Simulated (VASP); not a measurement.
Set up this calculation in VASP 6.6.1, as the native input.

* Task: single point
* Functional: r2SCAN
* Potentials or basis: VASP PAW PBE potentials, release 64 (Al, Cu)
* Cutoff: 520 eV
* k mesh: 12 × 12 × 12
* Occupations: gaussian, width 0.1 eV
* Spin: no spin polarisation
* Dipole correction: no
* Further INCAR settings: ALGO = Normal; EDIFF = 1e-06; NBANDS = 18

Al3Cu:

```xyz
4
Lattice="3.8498 0.0000 0.0000 0.0000 3.8498 0.0000 0.0000 0.0000 3.8498" Properties=species:S:1:pos:R:3 pbc="T T T"
Al    0.0000    1.9249    1.9249
Al    1.9249    0.0000    1.9249
Al    1.9249    1.9249    0.0000
Cu    0.0000    0.0000    0.0000
```

This cell differs from its parent crystal: volume scaled by 0.97.

These files were run (other wordings do the same):

POSCAR

```
Al3Cu
1.0
    3.8498339403      0.0000000000      0.0000000000
    0.0000000000      3.8498339403      0.0000000000
    0.0000000000      0.0000000000      3.8498339403
Al Cu
3 1
Direct
    0.0000000000      0.5000000000      0.5000000000
    0.5000000000      0.0000000000      0.5000000000
    0.5000000000      0.5000000000      0.0000000000
    0.0000000000      0.0000000000      0.0000000000
```

INCAR.step1

```
ALGO = Normal ; EDIFF = 1E-4
ENCUT = 520 ; GGA = PE
ISMEAR = 0 ; LASPH = T
LCHARG = F ; LREAL = F
LWAVE = T ; NBANDS = 18
NELM = 60 ; PREC = Accurate
SIGMA = 0.1
```

INCAR.step2

```
ALGO = Normal ; EDIFF = 1E-6
ENCUT = 520 ; ISIF = 2
ISMEAR = 0 ; ISTART = 1
LASPH = T ; LCHARG = T
LELF = T ; LMIXTAU = T
LREAL = F ; LVHAR = T
LWAVE = F ; METAGGA = R2SCAN
NBANDS = 18 ; NELM = 60
PREC = Accurate ; SIGMA = 0.1
```

KPOINTS

```
k-points
0
Gamma
  12 12 12
```

Potentials or basis: VASP PAW PBE potentials, release 64 (Al, Cu).

Command:

```sh
$ cat potpaw_PBE.64/Al/POTCAR potpaw_PBE.64/Cu/POTCAR > POTCAR
$ cp INCAR.step1 INCAR
$ mpirun -np 1 vasp_std > vasp.out
$ cp INCAR.step2 INCAR
$ mpirun -np 1 vasp_std > vasp.out
```

Results of the run:

```
Pressure               : 3.2 GPa
Band gap on the k mesh : zero (band 10 reaches 11.08 eV, above the bottom of band 11 at 6.91 eV)
```

Caveat: the PAW data sets were made with another functional, which shifts forces and pressure a little.

Run time: 3.7 min on 1 thread of Intel(R) Xeon(R) Platinum 8488C (Sapphire Rapids), on a shared host, peak memory 0.22 GiB.
